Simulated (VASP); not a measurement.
A run of VASP 6.6.1 is set up as follows.

The input POSCAR:

```
PbS
1.0
    2.0841087231      1.2032607323      3.4052630159
   -2.0841087231      1.2032607323      3.4052630159
    0.0000000000     -2.4065214646      3.4052630159
Pb S
1 1
Direct
    0.9805657800      0.9805657800      0.9805657800
    0.4750355500      0.4750355500      0.4750355500
```

File INCAR.step1:

```
  PREC = Accurate
  ENCUT = 520
  ISMEAR = -1
  SIGMA = 0.05
  LREAL = False
  LASPH = True
  NELM = 100
  NBANDS = 17
  GGA = PE
  ALGO = Normal
  EDIFF = 1E-4
  LWAVE = True
  LCHARG = False
```

INCAR.step2

```
  PREC = Accurate
  ENCUT = 520
  EDIFF = 1E-6
  ISMEAR = -1
  SIGMA = 0.05
  LREAL = False
  LASPH = True
  NELM = 100
  ALGO = Normal
  ISIF = 2
  LWAVE = False
  LCHARG = False
  METAGGA = R2SCAN
  LMIXTAU = True
  NBANDS = 17
  ISTART = 1
```

KPOINTS

```
Automatic mesh
0
Gamma
  8 8 8
```

Potentials or basis: VASP PAW PBE potentials, release 64 (Pb_d, S).

Launch:

```console
$ cat potpaw_PBE.64/Pb_d/POTCAR potpaw_PBE.64/S/POTCAR > POTCAR
$ cp INCAR.step1 INCAR
$ mpirun -np 1 vasp_std > vasp.out
$ cp INCAR.step2 INCAR
$ mpirun -np 1 vasp_std > vasp.out
```

Estimate the largest force.

0.036 eV/Å.

What does it give for the pressure?

2.5 GPa.

Estimate the band gap on the k mesh.

0.56 eV.

Forces in eV/Å, atoms in the order of the input:
```
Pb   0.000  0.000 -0.036
S    0.000  0.000  0.036
```

Caveat: the PAW data sets were made with another functional, which shifts forces and pressure a little; spin-orbit coupling is left out, which moves the levels of the heavy elements. A k mesh can miss the band edges.
